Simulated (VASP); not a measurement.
A run of VASP 6.6.1 is set up as follows.

INCAR

```
SYSTEM = RbCl
PREC = Accurate
ENCUT = 500
EDIFF = 1E-8
ISMEAR = 0
SIGMA = 0.01
LREAL = .False.
LASPH = .True.
NELM = 120
ALGO = Normal
ISIF = 3
LWAVE = .False.
LCHARG = .False.
IBRION = 6
NFREE = 2
POTIM = 0.015
NSW = 1
GGA_COMPAT = .False.
```

KPOINTS

```
regular mesh
0
Gamma
  6 6 6
  0 0 0
```

The input POSCAR:

```
RbCl
1.0
    0.0000000000      3.1885415940      3.1885415940
    3.1885415940      0.0000000000      3.1885415940
    3.1885415940      3.1885415940      0.0000000000
Rb Cl
1 1
Direct
    0.0000000000      0.0000000000      0.0000000000
    0.5000000000      0.5000000000      0.5000000000
```

Potentials or basis: VASP PAW LDA potentials, release 64 (Rb_sv, Cl).

Command:

```bash
$ cat potpaw_LDA.64/Rb_sv/POTCAR potpaw_LDA.64/Cl/POTCAR > POTCAR
$ mpirun -np 1 vasp_std > vasp.out
```

Question: What does it give for the elastic constants C11, C12, C44?

Answer: 55, 6, 5 GPa.

Question: Predict the Voigt bulk modulus.

Answer: 22 GPa.

Question: What does it give for the highest phonon frequency at Γ, LO-TO splitting left out?

Answer: 133 cm⁻¹.

Phonon frequencies in cm⁻¹ (negative: imaginary):
| q point | frequencies |
| --- | --- |
| (0.000, 0.000, 0.000) | 0 0 0 133 133 133 |
